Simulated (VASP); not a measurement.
# GdSi3 (Pm-3m) in VASP: a series of runs

The runs below take GdSi3 through single point, with PBE+U.

Program: VASP 6.6.1. These are calculated values, not measurements. Logs are shortened: lines on timing, memory, paths and dates and some standing lists are left out, and cuts for length are marked.

## (1) The cell of the first run

It takes space group Pm-3m (No. 221, cubic). The conventional cell has a = 4.165 Å, b = 4.165 Å, c = 4.165 Å, α = 90.00°, β = 90.00°, γ = 90.00°. Gd (site symmetry m-3m) has 12 Si at 2.94 Å within 3.9 Å. Si (site symmetry 4/mmm) has 4 Gd at 2.94 Å and 8 Si at 2.94 Å within 3.9 Å.

## (2) Single point, PBE+U, collinear spin, ferromagnetic start

File INCAR:

```
SYSTEM = GdSi3
PREC = Accurate
ENCUT = 520
EDIFF = 1E-6
ISMEAR = 0
SIGMA = 0.05
LREAL = .FALSE.
LASPH = .TRUE.
NELM = 150
ALGO = Normal
ISIF = 2
LWAVE = .FALSE.
LCHARG = .FALSE.
ISPIN = 2
MAGMOM = 7.72 0 0 0
LORBIT = 11
LMAXMIX = 6
LDAU = .TRUE.
LDAUTYPE = 2
LDAUL = 3 -1
LDAUU = 6 0
LDAUJ = 0 0
LDAUPRINT = 1
GGA = PE
NBANDS = 27
```

File KPOINTS:

```
Automatic mesh
0
G
  4 4 4
  0 0 0
```

File POSCAR:

```
GdSi3
1.0
    4.1647486593      0.0000000000      0.0000000000
    0.0000000000      4.1647486593      0.0000000000
    0.0000000000      0.0000000000      4.1647486593
Gd Si
1 3
Direct
    0.0000000000      0.0000000000      0.0000000000
    0.0000000000      0.5000000000      0.5000000000
    0.5000000000      0.5000000000      0.0000000000
    0.5000000000      0.0000000000      0.5000000000
```

Potentials or basis: VASP PAW PBE potentials, release 64 (Gd, Si).

The run is started by

```
cat potpaw_PBE.64/Gd/POTCAR potpaw_PBE.64/Si/POTCAR > POTCAR
mpirun -np 1 vasp_std > vasp.out
```

OUTCAR:

```text
SYSTEM = GdSi3
   PREC = Accurate
   ENCUT = 520
   EDIFF = 1E-6
   ISMEAR = 0
   LREAL = .FALSE.
   LASPH = .TRUE.
   NELM = 150
   ISIF = 2
   ISPIN = 2
   LORBIT = 11
   GGA = PE

 ion  position               nearest neighbor table
   1  0.000  0.000  0.000-   2 2.94   3 2.94   4 2.94   2 2.94   4 2.94   2 2.94   3 2.94   2 2.94
                             3 2.94   4 2.94   4 2.94   3 2.94
   2  0.000  0.500  0.500-   1 2.94   3 2.94   4 2.94   1 2.94   3 2.94   1 2.94   4 2.94   1 2.94
                             3 2.94   4 2.94   3 2.94   4 2.94
   3  0.500  0.500  0.000-   1 2.94   2 2.94   4 2.94   2 2.94   4 2.94   1 2.94   4 2.94   4 2.94
                             1 2.94   2 2.94   2 2.94   1 2.94
   4  0.500  0.000  0.500-   1 2.94   2 2.94   3 2.94   1 2.94   3 2.94   2 2.94   3 2.94   3 2.94
                             1 2.94   2 2.94   1 2.94   2 2.94

  LATTYP: Found a simple cubic cell.
 ALAT       =     4.1647486593

  Lattice vectors:

 A1 = (   4.1647486593,   0.0000000000,   0.0000000000)
 A2 = (   0.0000000000,   4.1647486593,   0.0000000000)
 A3 = (   0.0000000000,   0.0000000000,   4.1647486593)

Analysis of symmetry for initial positions (statically):
=====================================================================
 Subroutine PRICEL returns:
 Original cell was already a primitive cell.

 Routine SETGRP: Setting up the symmetry group for a
 simple cubic supercell.

 Subroutine GETGRP returns: Found 48 space group operations
 (whereof 48 operations were pure point group operations)
 out of a pool of 48 trial point group operations.

The static configuration has the point symmetry O_h .

Analysis of symmetry for dynamics (positions and initial velocities):
=====================================================================
 Subroutine PRICEL returns:
 Original cell was already a primitive cell.

 Routine SETGRP: Setting up the symmetry group for a
 simple cubic supercell.

 Subroutine GETGRP returns: Found 48 space group operations
 (whereof 48 operations were pure point group operations)
 out of a pool of 48 trial point group operations.

The dynamic configuration has the point symmetry O_h .

Analysis of structural, dynamic, and magnetic symmetry:
=====================================================================
 Subroutine PRICEL returns:
 Original cell was already a primitive cell.

 Routine SETGRP: Setting up the symmetry group for a
 simple cubic supercell.

 Subroutine GETGRP returns: Found 48 space group operations
 (whereof 48 operations were pure point group operations)
 out of a pool of 48 trial point group operations.

The overall configuration has the point symmetry O_h .

 Subroutine INISYM returns: Found 48 space group operations
 (whereof 48 operations are pure point group operations),
 and found     1 'primitive' translations

----------------------------------------------------------------------------------------

                                     Primitive cell

  volume of cell :      72.2381

[... 132 lines left out ...]
  0.0000  0.0000  0.0000  0.0000 -0.0004 -0.0000  0.9901

spin component  2

  0.0055  0.0000 -0.0016 -0.0000 -0.0000 -0.0000  0.0000
  0.0000  0.0051  0.0000 -0.0000  0.0000  0.0000 -0.0000
 -0.0016  0.0000  0.0063  0.0000 -0.0000  0.0000 -0.0000
 -0.0000 -0.0000  0.0000  0.0043  0.0000  0.0000 -0.0000
 -0.0000  0.0000 -0.0000  0.0000  0.0063 -0.0000  0.0016
 -0.0000  0.0000  0.0000  0.0000 -0.0000  0.0076 -0.0000
  0.0000 -0.0000 -0.0000 -0.0000  0.0016 -0.0000  0.0055

 occupancies and eigenvectors

  o =  0.0043  v =  0.0000  0.0000  0.0000  0.0000  0.0000  0.0000  0.0000  0.7906  0.0000  0.6124 -0.0002  0.0000 -0.0000 -0.0000      0.0000  0.0000  0.0000  0.0000  0.0000  0.0000  0.0000  0.0000  0.0000  0.0000  0.0000  0.0000  0.0000  0.0000
  o =  0.0043  v =  0.0000  0.0000  0.0000  0.0000  0.0000  0.0000  0.0000  0.0001  0.0000  0.0001  1.0000 -0.0012 -0.0000  0.0016      0.0000  0.0000  0.0000  0.0000  0.0000  0.0000  0.0000  0.0000  0.0000  0.0000  0.0000  0.0000  0.0000  0.0000
  o =  0.0043  v =  0.0000  0.0000  0.0000  0.0000  0.0000  0.0000  0.0000  0.0000  0.0000  0.0000 -0.0020 -0.6124 -0.0000  0.7906      0.0000  0.0000  0.0000  0.0000  0.0000  0.0000  0.0000  0.0000  0.0000  0.0000  0.0000  0.0000  0.0000  0.0000
  o =  0.0051  v =  0.0000  0.0000  0.0000  0.0000  0.0000  0.0000  0.0000  0.0000 -1.0000  0.0000  0.0000 -0.0000 -0.0000  0.0000      0.0000  0.0000  0.0000  0.0000  0.0000  0.0000  0.0000  0.0000  0.0000  0.0000  0.0000  0.0000  0.0000  0.0000
  o =  0.0076  v =  0.0000  0.0000  0.0000  0.0000  0.0000  0.0000  0.0000 -0.6124 -0.0000  0.7906  0.0000  0.0001 -0.0001  0.0001      0.0000  0.0000  0.0000  0.0000  0.0000  0.0000  0.0000  0.0000  0.0000  0.0000  0.0000  0.0000  0.0000  0.0000
  o =  0.0076  v =  0.0000  0.0000  0.0000  0.0000  0.0000  0.0000  0.0000 -0.0001 -0.0000  0.0001 -0.0000 -0.7906 -0.0010 -0.6124      0.0000  0.0000  0.0000  0.0000  0.0000  0.0000  0.0000  0.0000  0.0000  0.0000  0.0000  0.0000  0.0000  0.0000
  o =  0.0076  v =  0.0000  0.0000  0.0000  0.0000  0.0000  0.0000  0.0000  0.0001  0.0000 -0.0001 -0.0000  0.0008 -1.0000  0.0006      0.0000  0.0000  0.0000  0.0000  0.0000  0.0000  0.0000  0.0000  0.0000  0.0000  0.0000  0.0000  0.0000  0.0000
  o =  0.9896  v = -0.6124  0.0000  0.7906  0.0000  0.0000 -0.0010  0.0000  0.0000  0.0000  0.0000  0.0000  0.0000  0.0000  0.0000      0.0000  0.0000  0.0000  0.0000  0.0000  0.0000  0.0000  0.0000  0.0000  0.0000  0.0000  0.0000  0.0000  0.0000
  o =  0.9896  v = -0.0006  0.0000  0.0007 -0.0000  0.3191  0.9149  0.2471  0.0000  0.0000  0.0000  0.0000  0.0000  0.0000  0.0000      0.0000  0.0000  0.0000  0.0000  0.0000  0.0000  0.0000  0.0000  0.0000  0.0000  0.0000  0.0000  0.0000  0.0000
  o =  0.9896  v =  0.0003 -0.0000 -0.0003  0.0000  0.7233 -0.4036  0.5603  0.0000  0.0000  0.0000  0.0000  0.0000  0.0000  0.0000      0.0000  0.0000  0.0000  0.0000  0.0000  0.0000  0.0000  0.0000  0.0000  0.0000  0.0000  0.0000  0.0000  0.0000
  o =  0.9901  v =  0.0000  1.0000 -0.0000 -0.0000 -0.0000 -0.0000  0.0000  0.0000  0.0000  0.0000  0.0000  0.0000  0.0000  0.0000      0.0000  0.0000  0.0000  0.0000  0.0000  0.0000  0.0000  0.0000  0.0000  0.0000  0.0000  0.0000  0.0000  0.0000
  o =  0.9904  v =  0.0000  0.0000 -0.0000  0.9288  0.2269  0.0000 -0.2929  0.0000  0.0000  0.0000  0.0000  0.0000  0.0000  0.0000      0.0000  0.0000  0.0000  0.0000  0.0000  0.0000  0.0000  0.0000  0.0000  0.0000  0.0000  0.0000  0.0000  0.0000
  o =  0.9904  v = -0.0000 -0.0000 -0.0000  0.3705 -0.5688 -0.0000  0.7343  0.0000  0.0000  0.0000  0.0000  0.0000  0.0000  0.0000      0.0000  0.0000  0.0000  0.0000  0.0000  0.0000  0.0000  0.0000  0.0000  0.0000  0.0000  0.0000  0.0000  0.0000
  o =  0.9904  v =  0.7906 -0.0000  0.6124  0.0000 -0.0000  0.0000  0.0000  0.0000  0.0000  0.0000  0.0000  0.0000  0.0000  0.0000      0.0000  0.0000  0.0000  0.0000  0.0000  0.0000  0.0000  0.0000  0.0000  0.0000  0.0000  0.0000  0.0000  0.0000

 number of electron      30.0000012 magnetization       7.2538241

 Free energy of the ion-electron system (eV)
  ---------------------------------------------------
  ext. energy  EPLUGINS =         0.00000000
  ---------------------------------------------------
  free energy    TOTEN  =       -28.38692222 eV

  energy without entropy =      -28.38156023  energy(sigma->0) =      -28.38424123

 E-fermi :   7.3473     XC(G=0): -11.0132

 val. band max:        7.2956237106   @ k =   0.2500   0.0000   0.0000
 cond. band min:       7.3610993002   @ k =   0.2500   0.2500   0.0000
 fundamental gap:      0.0654755896
 Fermi energy:         7.3473438832

 spin component 1

 k-point     1 :       0.0000    0.0000    0.0000
  band No.  band energies     occupation
      1     -37.4295      1.00000
      2     -14.8842      1.00000
      3     -14.8842      1.00000
      4     -14.8842      1.00000
      5      -4.4425      1.00000
      6      -0.0264      1.00000
[... 289 lines left out ...]
     26      13.5681      0.00000
     27      13.5687      0.00000
 Fermi energy:         7.3473438832

 spin component 2

 k-point     1 :       0.0000    0.0000    0.0000
  band No.  band energies     occupation
      1     -34.2716      1.00000
      2     -12.6914      1.00000
      3     -12.6914      1.00000
      4     -12.6914      1.00000
      5      -4.3432      1.00000
      6       1.9741      1.00000
[... 289 lines left out ...]
     26      14.1460      0.00000
     27      14.1544      0.00000

------------------------ aborting loop because EDIFF is reached ----------------------------------------

  FORCE on cell =-STRESS in cart. coord.  units (eV):
  Direction    XX          YY          ZZ          XY          YZ          ZX
  --------------------------------------------------------------------------------------
  -------------------------------------------------------------------------------------
  Total       -0.3943701     -0.3943701     -0.3943701      0.0000000     -0.0000000      0.0000000
  in kB       -8.7467792     -8.7467792     -8.7467792      0.0000000     -0.0000000      0.0000000
  external PRESSURE =      -8.7467792 kB  Pullay stress =       0.0000000 kB

 VOLUME and BASIS-vectors are now :
 -----------------------------------------------------------------------------
  energy-cutoff  :      520.00
  volume of cell :       72.24
      direct lattice vectors                 reciprocal lattice vectors
     4.164748659  0.000000000  0.000000000     0.240110528  0.000000000  0.000000000
     0.000000000  4.164748659  0.000000000     0.000000000  0.240110528  0.000000000
     0.000000000  0.000000000  4.164748659     0.000000000  0.000000000  0.240110528

 POSITION                                       TOTAL-FORCE (eV/Angst)
 -----------------------------------------------------------------------------------
      0.00000      0.00000      0.00000         0.000000      0.000000      0.000000
      0.00000      2.08237      2.08237         0.000000      0.000000      0.000000
      2.08237      2.08237      0.00000         0.000000      0.000000      0.000000
      2.08237      0.00000      2.08237         0.000000      0.000000      0.000000
 -----------------------------------------------------------------------------------
    total drift:                                0.000000      0.000000      0.000000

  FREE ENERGIE OF THE ION-ELECTRON SYSTEM (eV)
  ---------------------------------------------------
  free  energy   TOTEN  =       -28.3869222243 eV

  energy  without entropy=      -28.3815602344  energy(sigma->0) =      -28.38424123

 total charge

# of ion       s       p       d       f       tot
--------------------------------------------------
    1        2.033   5.612   0.705   6.964  15.313
    2        0.823   0.742   0.000   0.000   1.565
    3        0.823   0.742   0.000   0.000   1.565
    4        0.823   0.742   0.000   0.000   1.565
--------------------------------------------------
tot          4.503   7.838   0.705   6.964  20.010

 magnetization (x)

# of ion       s       p       d       f       tot
--------------------------------------------------
    1       -0.005  -0.082   0.094   6.883   6.890
    2       -0.004   0.009   0.000   0.000   0.004
    3       -0.004   0.009   0.000   0.000   0.004
    4       -0.004   0.009   0.000   0.000   0.004
--------------------------------------------------
tot         -0.017  -0.056   0.094   6.883   6.904
```

Run time: 41 s. Hardware: 1 thread of Intel Xeon Platinum 8375C at 2.90GHz (Ice Lake), shared host; peak memory 0.22 GiB.

What came out:

| Property | Result |
| --- | --- |
| Free energy | -28.3869 eV |
| Pressure | -0.9 GPa |
| Net moment | 7.25 μB per cell |
| Site moments | Gd +6.89; Si +0.00 μB |
| Valence electrons inside the program's atomic spheres | Gd 15.31; Si 1.56 |

Eigenvalues of the final occupation matrices:
```tsv
site	spin	trace	eigenvalues
site 1 f	1	6.93	0.99 0.99 0.99 0.99 0.99 0.99 0.99
site 1 f	2	0.04	0.00 0.00 0.00 0.01 0.01 0.01 0.01
```

Caveat: the k points lie up to 0.38 Å⁻¹ apart; spin-orbit coupling is left out, which moves the levels of the heavy elements.

## (3) Single point, PBE+U, collinear spin, ferromagnetic start

File INCAR:

```
  ALGO = Normal
  EDIFF = 1E-6
  ENCUT = 520
  GGA = PE
  ISIF = 2
  ISMEAR = 0
  ISPIN = 2
  LASPH = True
  LCHARG = True
  LDAU = True
  LDAUJ = 0 0
  LDAUL = 3 -1
  LDAUPRINT = 1
  LDAUTYPE = 2
  LDAUU = 6 0
  LELF = True
  LMAXMIX = 6
  LORBIT = 11
  LREAL = False
  LVHAR = True
  LWAVE = False
  MAGMOM = 7.72 0 0 0
  NBANDS = 27
  NELM = 150
  PREC = Accurate
  SIGMA = 0.05
```

File KPOINTS:

```
k-points
0
Gamma
  4 4 4
```

POSCAR is that of step 2.

Potentials or basis: VASP PAW PBE potentials, release 64 (Gd, Si).

The run is started by

```
cat potpaw_PBE.64/Gd/POTCAR potpaw_PBE.64/Si/POTCAR > POTCAR
mpirun -np 1 vasp_std > vasp.out
```

OUTCAR:

```text
EDIFF = 1E-6
   ENCUT = 520
   GGA = PE
   ISIF = 2
   ISMEAR = 0
   ISPIN = 2
   LASPH = True
   LORBIT = 11
   LREAL = False
   NELM = 150
   PREC = Accurate

 ion  position               nearest neighbor table
   1  0.000  0.000  0.000-   2 2.94   3 2.94   4 2.94   2 2.94   4 2.94   2 2.94   3 2.94   2 2.94
                             3 2.94   4 2.94   4 2.94   3 2.94
   2  0.000  0.500  0.500-   1 2.94   3 2.94   4 2.94   1 2.94   3 2.94   1 2.94   4 2.94   1 2.94
                             3 2.94   4 2.94   3 2.94   4 2.94
   3  0.500  0.500  0.000-   1 2.94   2 2.94   4 2.94   2 2.94   4 2.94   1 2.94   4 2.94   4 2.94
                             1 2.94   2 2.94   2 2.94   1 2.94
   4  0.500  0.000  0.500-   1 2.94   2 2.94   3 2.94   1 2.94   3 2.94   2 2.94   3 2.94   3 2.94
                             1 2.94   2 2.94   1 2.94   2 2.94

  LATTYP: Found a simple cubic cell.
 ALAT       =     4.1647486593

  Lattice vectors:

 A1 = (   4.1647486593,   0.0000000000,   0.0000000000)
 A2 = (   0.0000000000,   4.1647486593,   0.0000000000)
 A3 = (   0.0000000000,   0.0000000000,   4.1647486593)

[... 840 lines left out ...]
  -------------------------------------------------------------------------------------
  Total       -0.3943701     -0.3943701     -0.3943701      0.0000000     -0.0000000      0.0000000
  in kB       -8.7467792     -8.7467792     -8.7467792      0.0000000     -0.0000000      0.0000000
  external PRESSURE =      -8.7467792 kB  Pullay stress =       0.0000000 kB

 VOLUME and BASIS-vectors are now :
 -----------------------------------------------------------------------------
  energy-cutoff  :      520.00
  volume of cell :       72.24
      direct lattice vectors                 reciprocal lattice vectors
     4.164748659  0.000000000  0.000000000     0.240110528  0.000000000  0.000000000
     0.000000000  4.164748659  0.000000000     0.000000000  0.240110528  0.000000000
     0.000000000  0.000000000  4.164748659     0.000000000  0.000000000  0.240110528

 POSITION                                       TOTAL-FORCE (eV/Angst)
 -----------------------------------------------------------------------------------
      0.00000      0.00000      0.00000         0.000000      0.000000      0.000000
      0.00000      2.08237      2.08237         0.000000      0.000000      0.000000
      2.08237      2.08237      0.00000         0.000000      0.000000      0.000000
      2.08237      0.00000      2.08237         0.000000      0.000000      0.000000
 -----------------------------------------------------------------------------------
    total drift:                                0.000000      0.000000      0.000000

  FREE ENERGIE OF THE ION-ELECTRON SYSTEM (eV)
  ---------------------------------------------------
  free  energy   TOTEN  =       -28.3869222243 eV

  energy  without entropy=      -28.3815602344  energy(sigma->0) =      -28.38424123

 total charge

# of ion       s       p       d       f       tot
--------------------------------------------------
    1        2.033   5.612   0.705   6.964  15.313
    2        0.823   0.742   0.000   0.000   1.565
    3        0.823   0.742   0.000   0.000   1.565
    4        0.823   0.742   0.000   0.000   1.565
--------------------------------------------------
tot          4.503   7.838   0.705   6.964  20.010

 magnetization (x)

# of ion       s       p       d       f       tot
--------------------------------------------------
    1       -0.005  -0.082   0.094   6.883   6.890
    2       -0.004   0.009   0.000   0.000   0.004
    3       -0.004   0.009   0.000   0.000   0.004
    4       -0.004   0.009   0.000   0.000   0.004
--------------------------------------------------
tot         -0.017  -0.056   0.094   6.883   6.904
```

OSZICAR:

```text
N       E                     dE             d eps       ncg     rms          rms(c)
DAV:   1     0.166085031778E+03    0.16609E+03   -0.10517E+04  1535   0.479E+03
DAV:   2     0.502694606238E+01   -0.16106E+03   -0.13548E+03  1515   0.440E+02
DAV:   3    -0.208422606211E+02   -0.25869E+02   -0.25297E+02  1743   0.126E+02
DAV:   4    -0.231970546353E+02   -0.23548E+01   -0.23381E+01  2138   0.304E+01
DAV:   5    -0.233366227824E+02   -0.13957E+00   -0.13934E+00  2048   0.701E+00    0.426E+01
DAV:   6    -0.283354772696E+02   -0.49989E+01   -0.15314E+01  1415   0.199E+02    0.763E+01
DAV:   7    -0.283044473555E+02    0.31030E-01   -0.91205E-01  1760   0.109E+01    0.649E+01
DAV:   8    -0.282592008594E+02    0.45246E-01   -0.10801E-01  1565   0.107E+01    0.427E+01
DAV:   9    -0.283650992093E+02   -0.10590E+00   -0.41791E-01  1530   0.219E+01    0.107E+01
DAV:  10    -0.283864669314E+02   -0.21368E-01   -0.10677E-01  1954   0.236E+00    0.647E+00
DAV:  11    -0.283867697043E+02   -0.30277E-03   -0.83902E-03  1896   0.400E-01    0.731E+00
DAV:  12    -0.283861336572E+02    0.63605E-03   -0.33921E-04  1901   0.297E-01    0.612E+00
DAV:  13    -0.283860136708E+02    0.11999E-03   -0.46982E-04  1762   0.510E-01    0.329E+00
DAV:  14    -0.283868763810E+02   -0.86271E-03   -0.22261E-03  1541   0.144E+00    0.110E+00
DAV:  15    -0.283869326684E+02   -0.56287E-04   -0.68900E-04  1949   0.342E-01    0.130E+00
DAV:  16    -0.283869191633E+02    0.13505E-04   -0.93571E-05  1906   0.143E-01    0.429E-01
DAV:  17    -0.283869215630E+02   -0.23998E-05   -0.12994E-05  1714   0.738E-02    0.170E-01
DAV:  18    -0.283869222243E+02   -0.66125E-06   -0.27839E-06  1302   0.348E-02
   1 F= -.28386922E+02 E0= -.28384241E+02  d E =-.536199E-02  mag=     7.2538
```

Wall time 43 s (1 thread of Intel Xeon Platinum 8375C at 2.90GHz (Ice Lake), shared host); peak memory 0.22 GiB.

Results:

```yaml
Free_energy: -28.3869 eV
Pressure: -0.9 GPa
Net_moment: 7.25 μB per cell
Site_moments: Gd +6.89; Si +0.00 μB
Valence_electrons_inside_the_program's_atomic_spheres: Gd 15.31; Si 1.56
```

Levels at points of the mesh, in eV from the Fermi level:
Spin up:
| k point | band 16 | band 17 | band 18 | band 19 | band 20 | band 21 |
| --- | --- | --- | --- | --- | --- | --- |
| (0.00, 0.00, 0.00) | -3.14 | -3.14 | 1.12 | 1.12 | 1.12 | 1.37 |
| (0.50, 0.00, 0.00) | -3.49 | -2.93 | -0.28 | -0.28 | 0.49 | 0.93 |
| (0.50, 0.50, 0.00) | -2.20 | -2.20 | -0.69 | -0.61 | 1.00 | 1.00 |
| (0.50, 0.50, 0.50) | -3.54 | -3.54 | -3.54 | 1.49 | 3.50 | 3.50 |
Spin down:
| k point | band 8 | band 9 | band 10 | band 11 | band 12 | band 13 | band 14 | band 15 |
| --- | --- | --- | --- | --- | --- | --- | --- | --- |
| (0.00, 0.00, 0.00) | -3.08 | -3.08 | -3.08 | 1.53 | 1.53 | 1.53 | 1.60 | 1.72 |
| (0.50, 0.00, 0.00) | -3.32 | -3.32 | -2.66 | -0.29 | -0.29 | 0.49 | 1.22 | 2.44 |
| (0.50, 0.50, 0.00) | -5.23 | -1.93 | -1.93 | -0.71 | -0.63 | 0.85 | 0.85 | 3.25 |
| (0.50, 0.50, 0.50) | -5.78 | -3.26 | -3.26 | -3.26 | 2.03 | 3.54 | 3.54 | 3.54 |

Eigenvalues of the final occupation matrices:
| site | spin | trace | eigenvalues |
| --- | --- | --- | --- |
| site 1 f | 1 | 6.93 | 0.99 0.99 0.99 0.99 0.99 0.99 0.99 |
| site 1 f | 2 | 0.04 | 0.00 0.00 0.00 0.01 0.01 0.01 0.01 |

Caveat: the k points lie up to 0.38 Å⁻¹ apart; spin-orbit coupling is left out, which moves the levels of the heavy elements. The state reached can hang on the start; a lower one may exist.
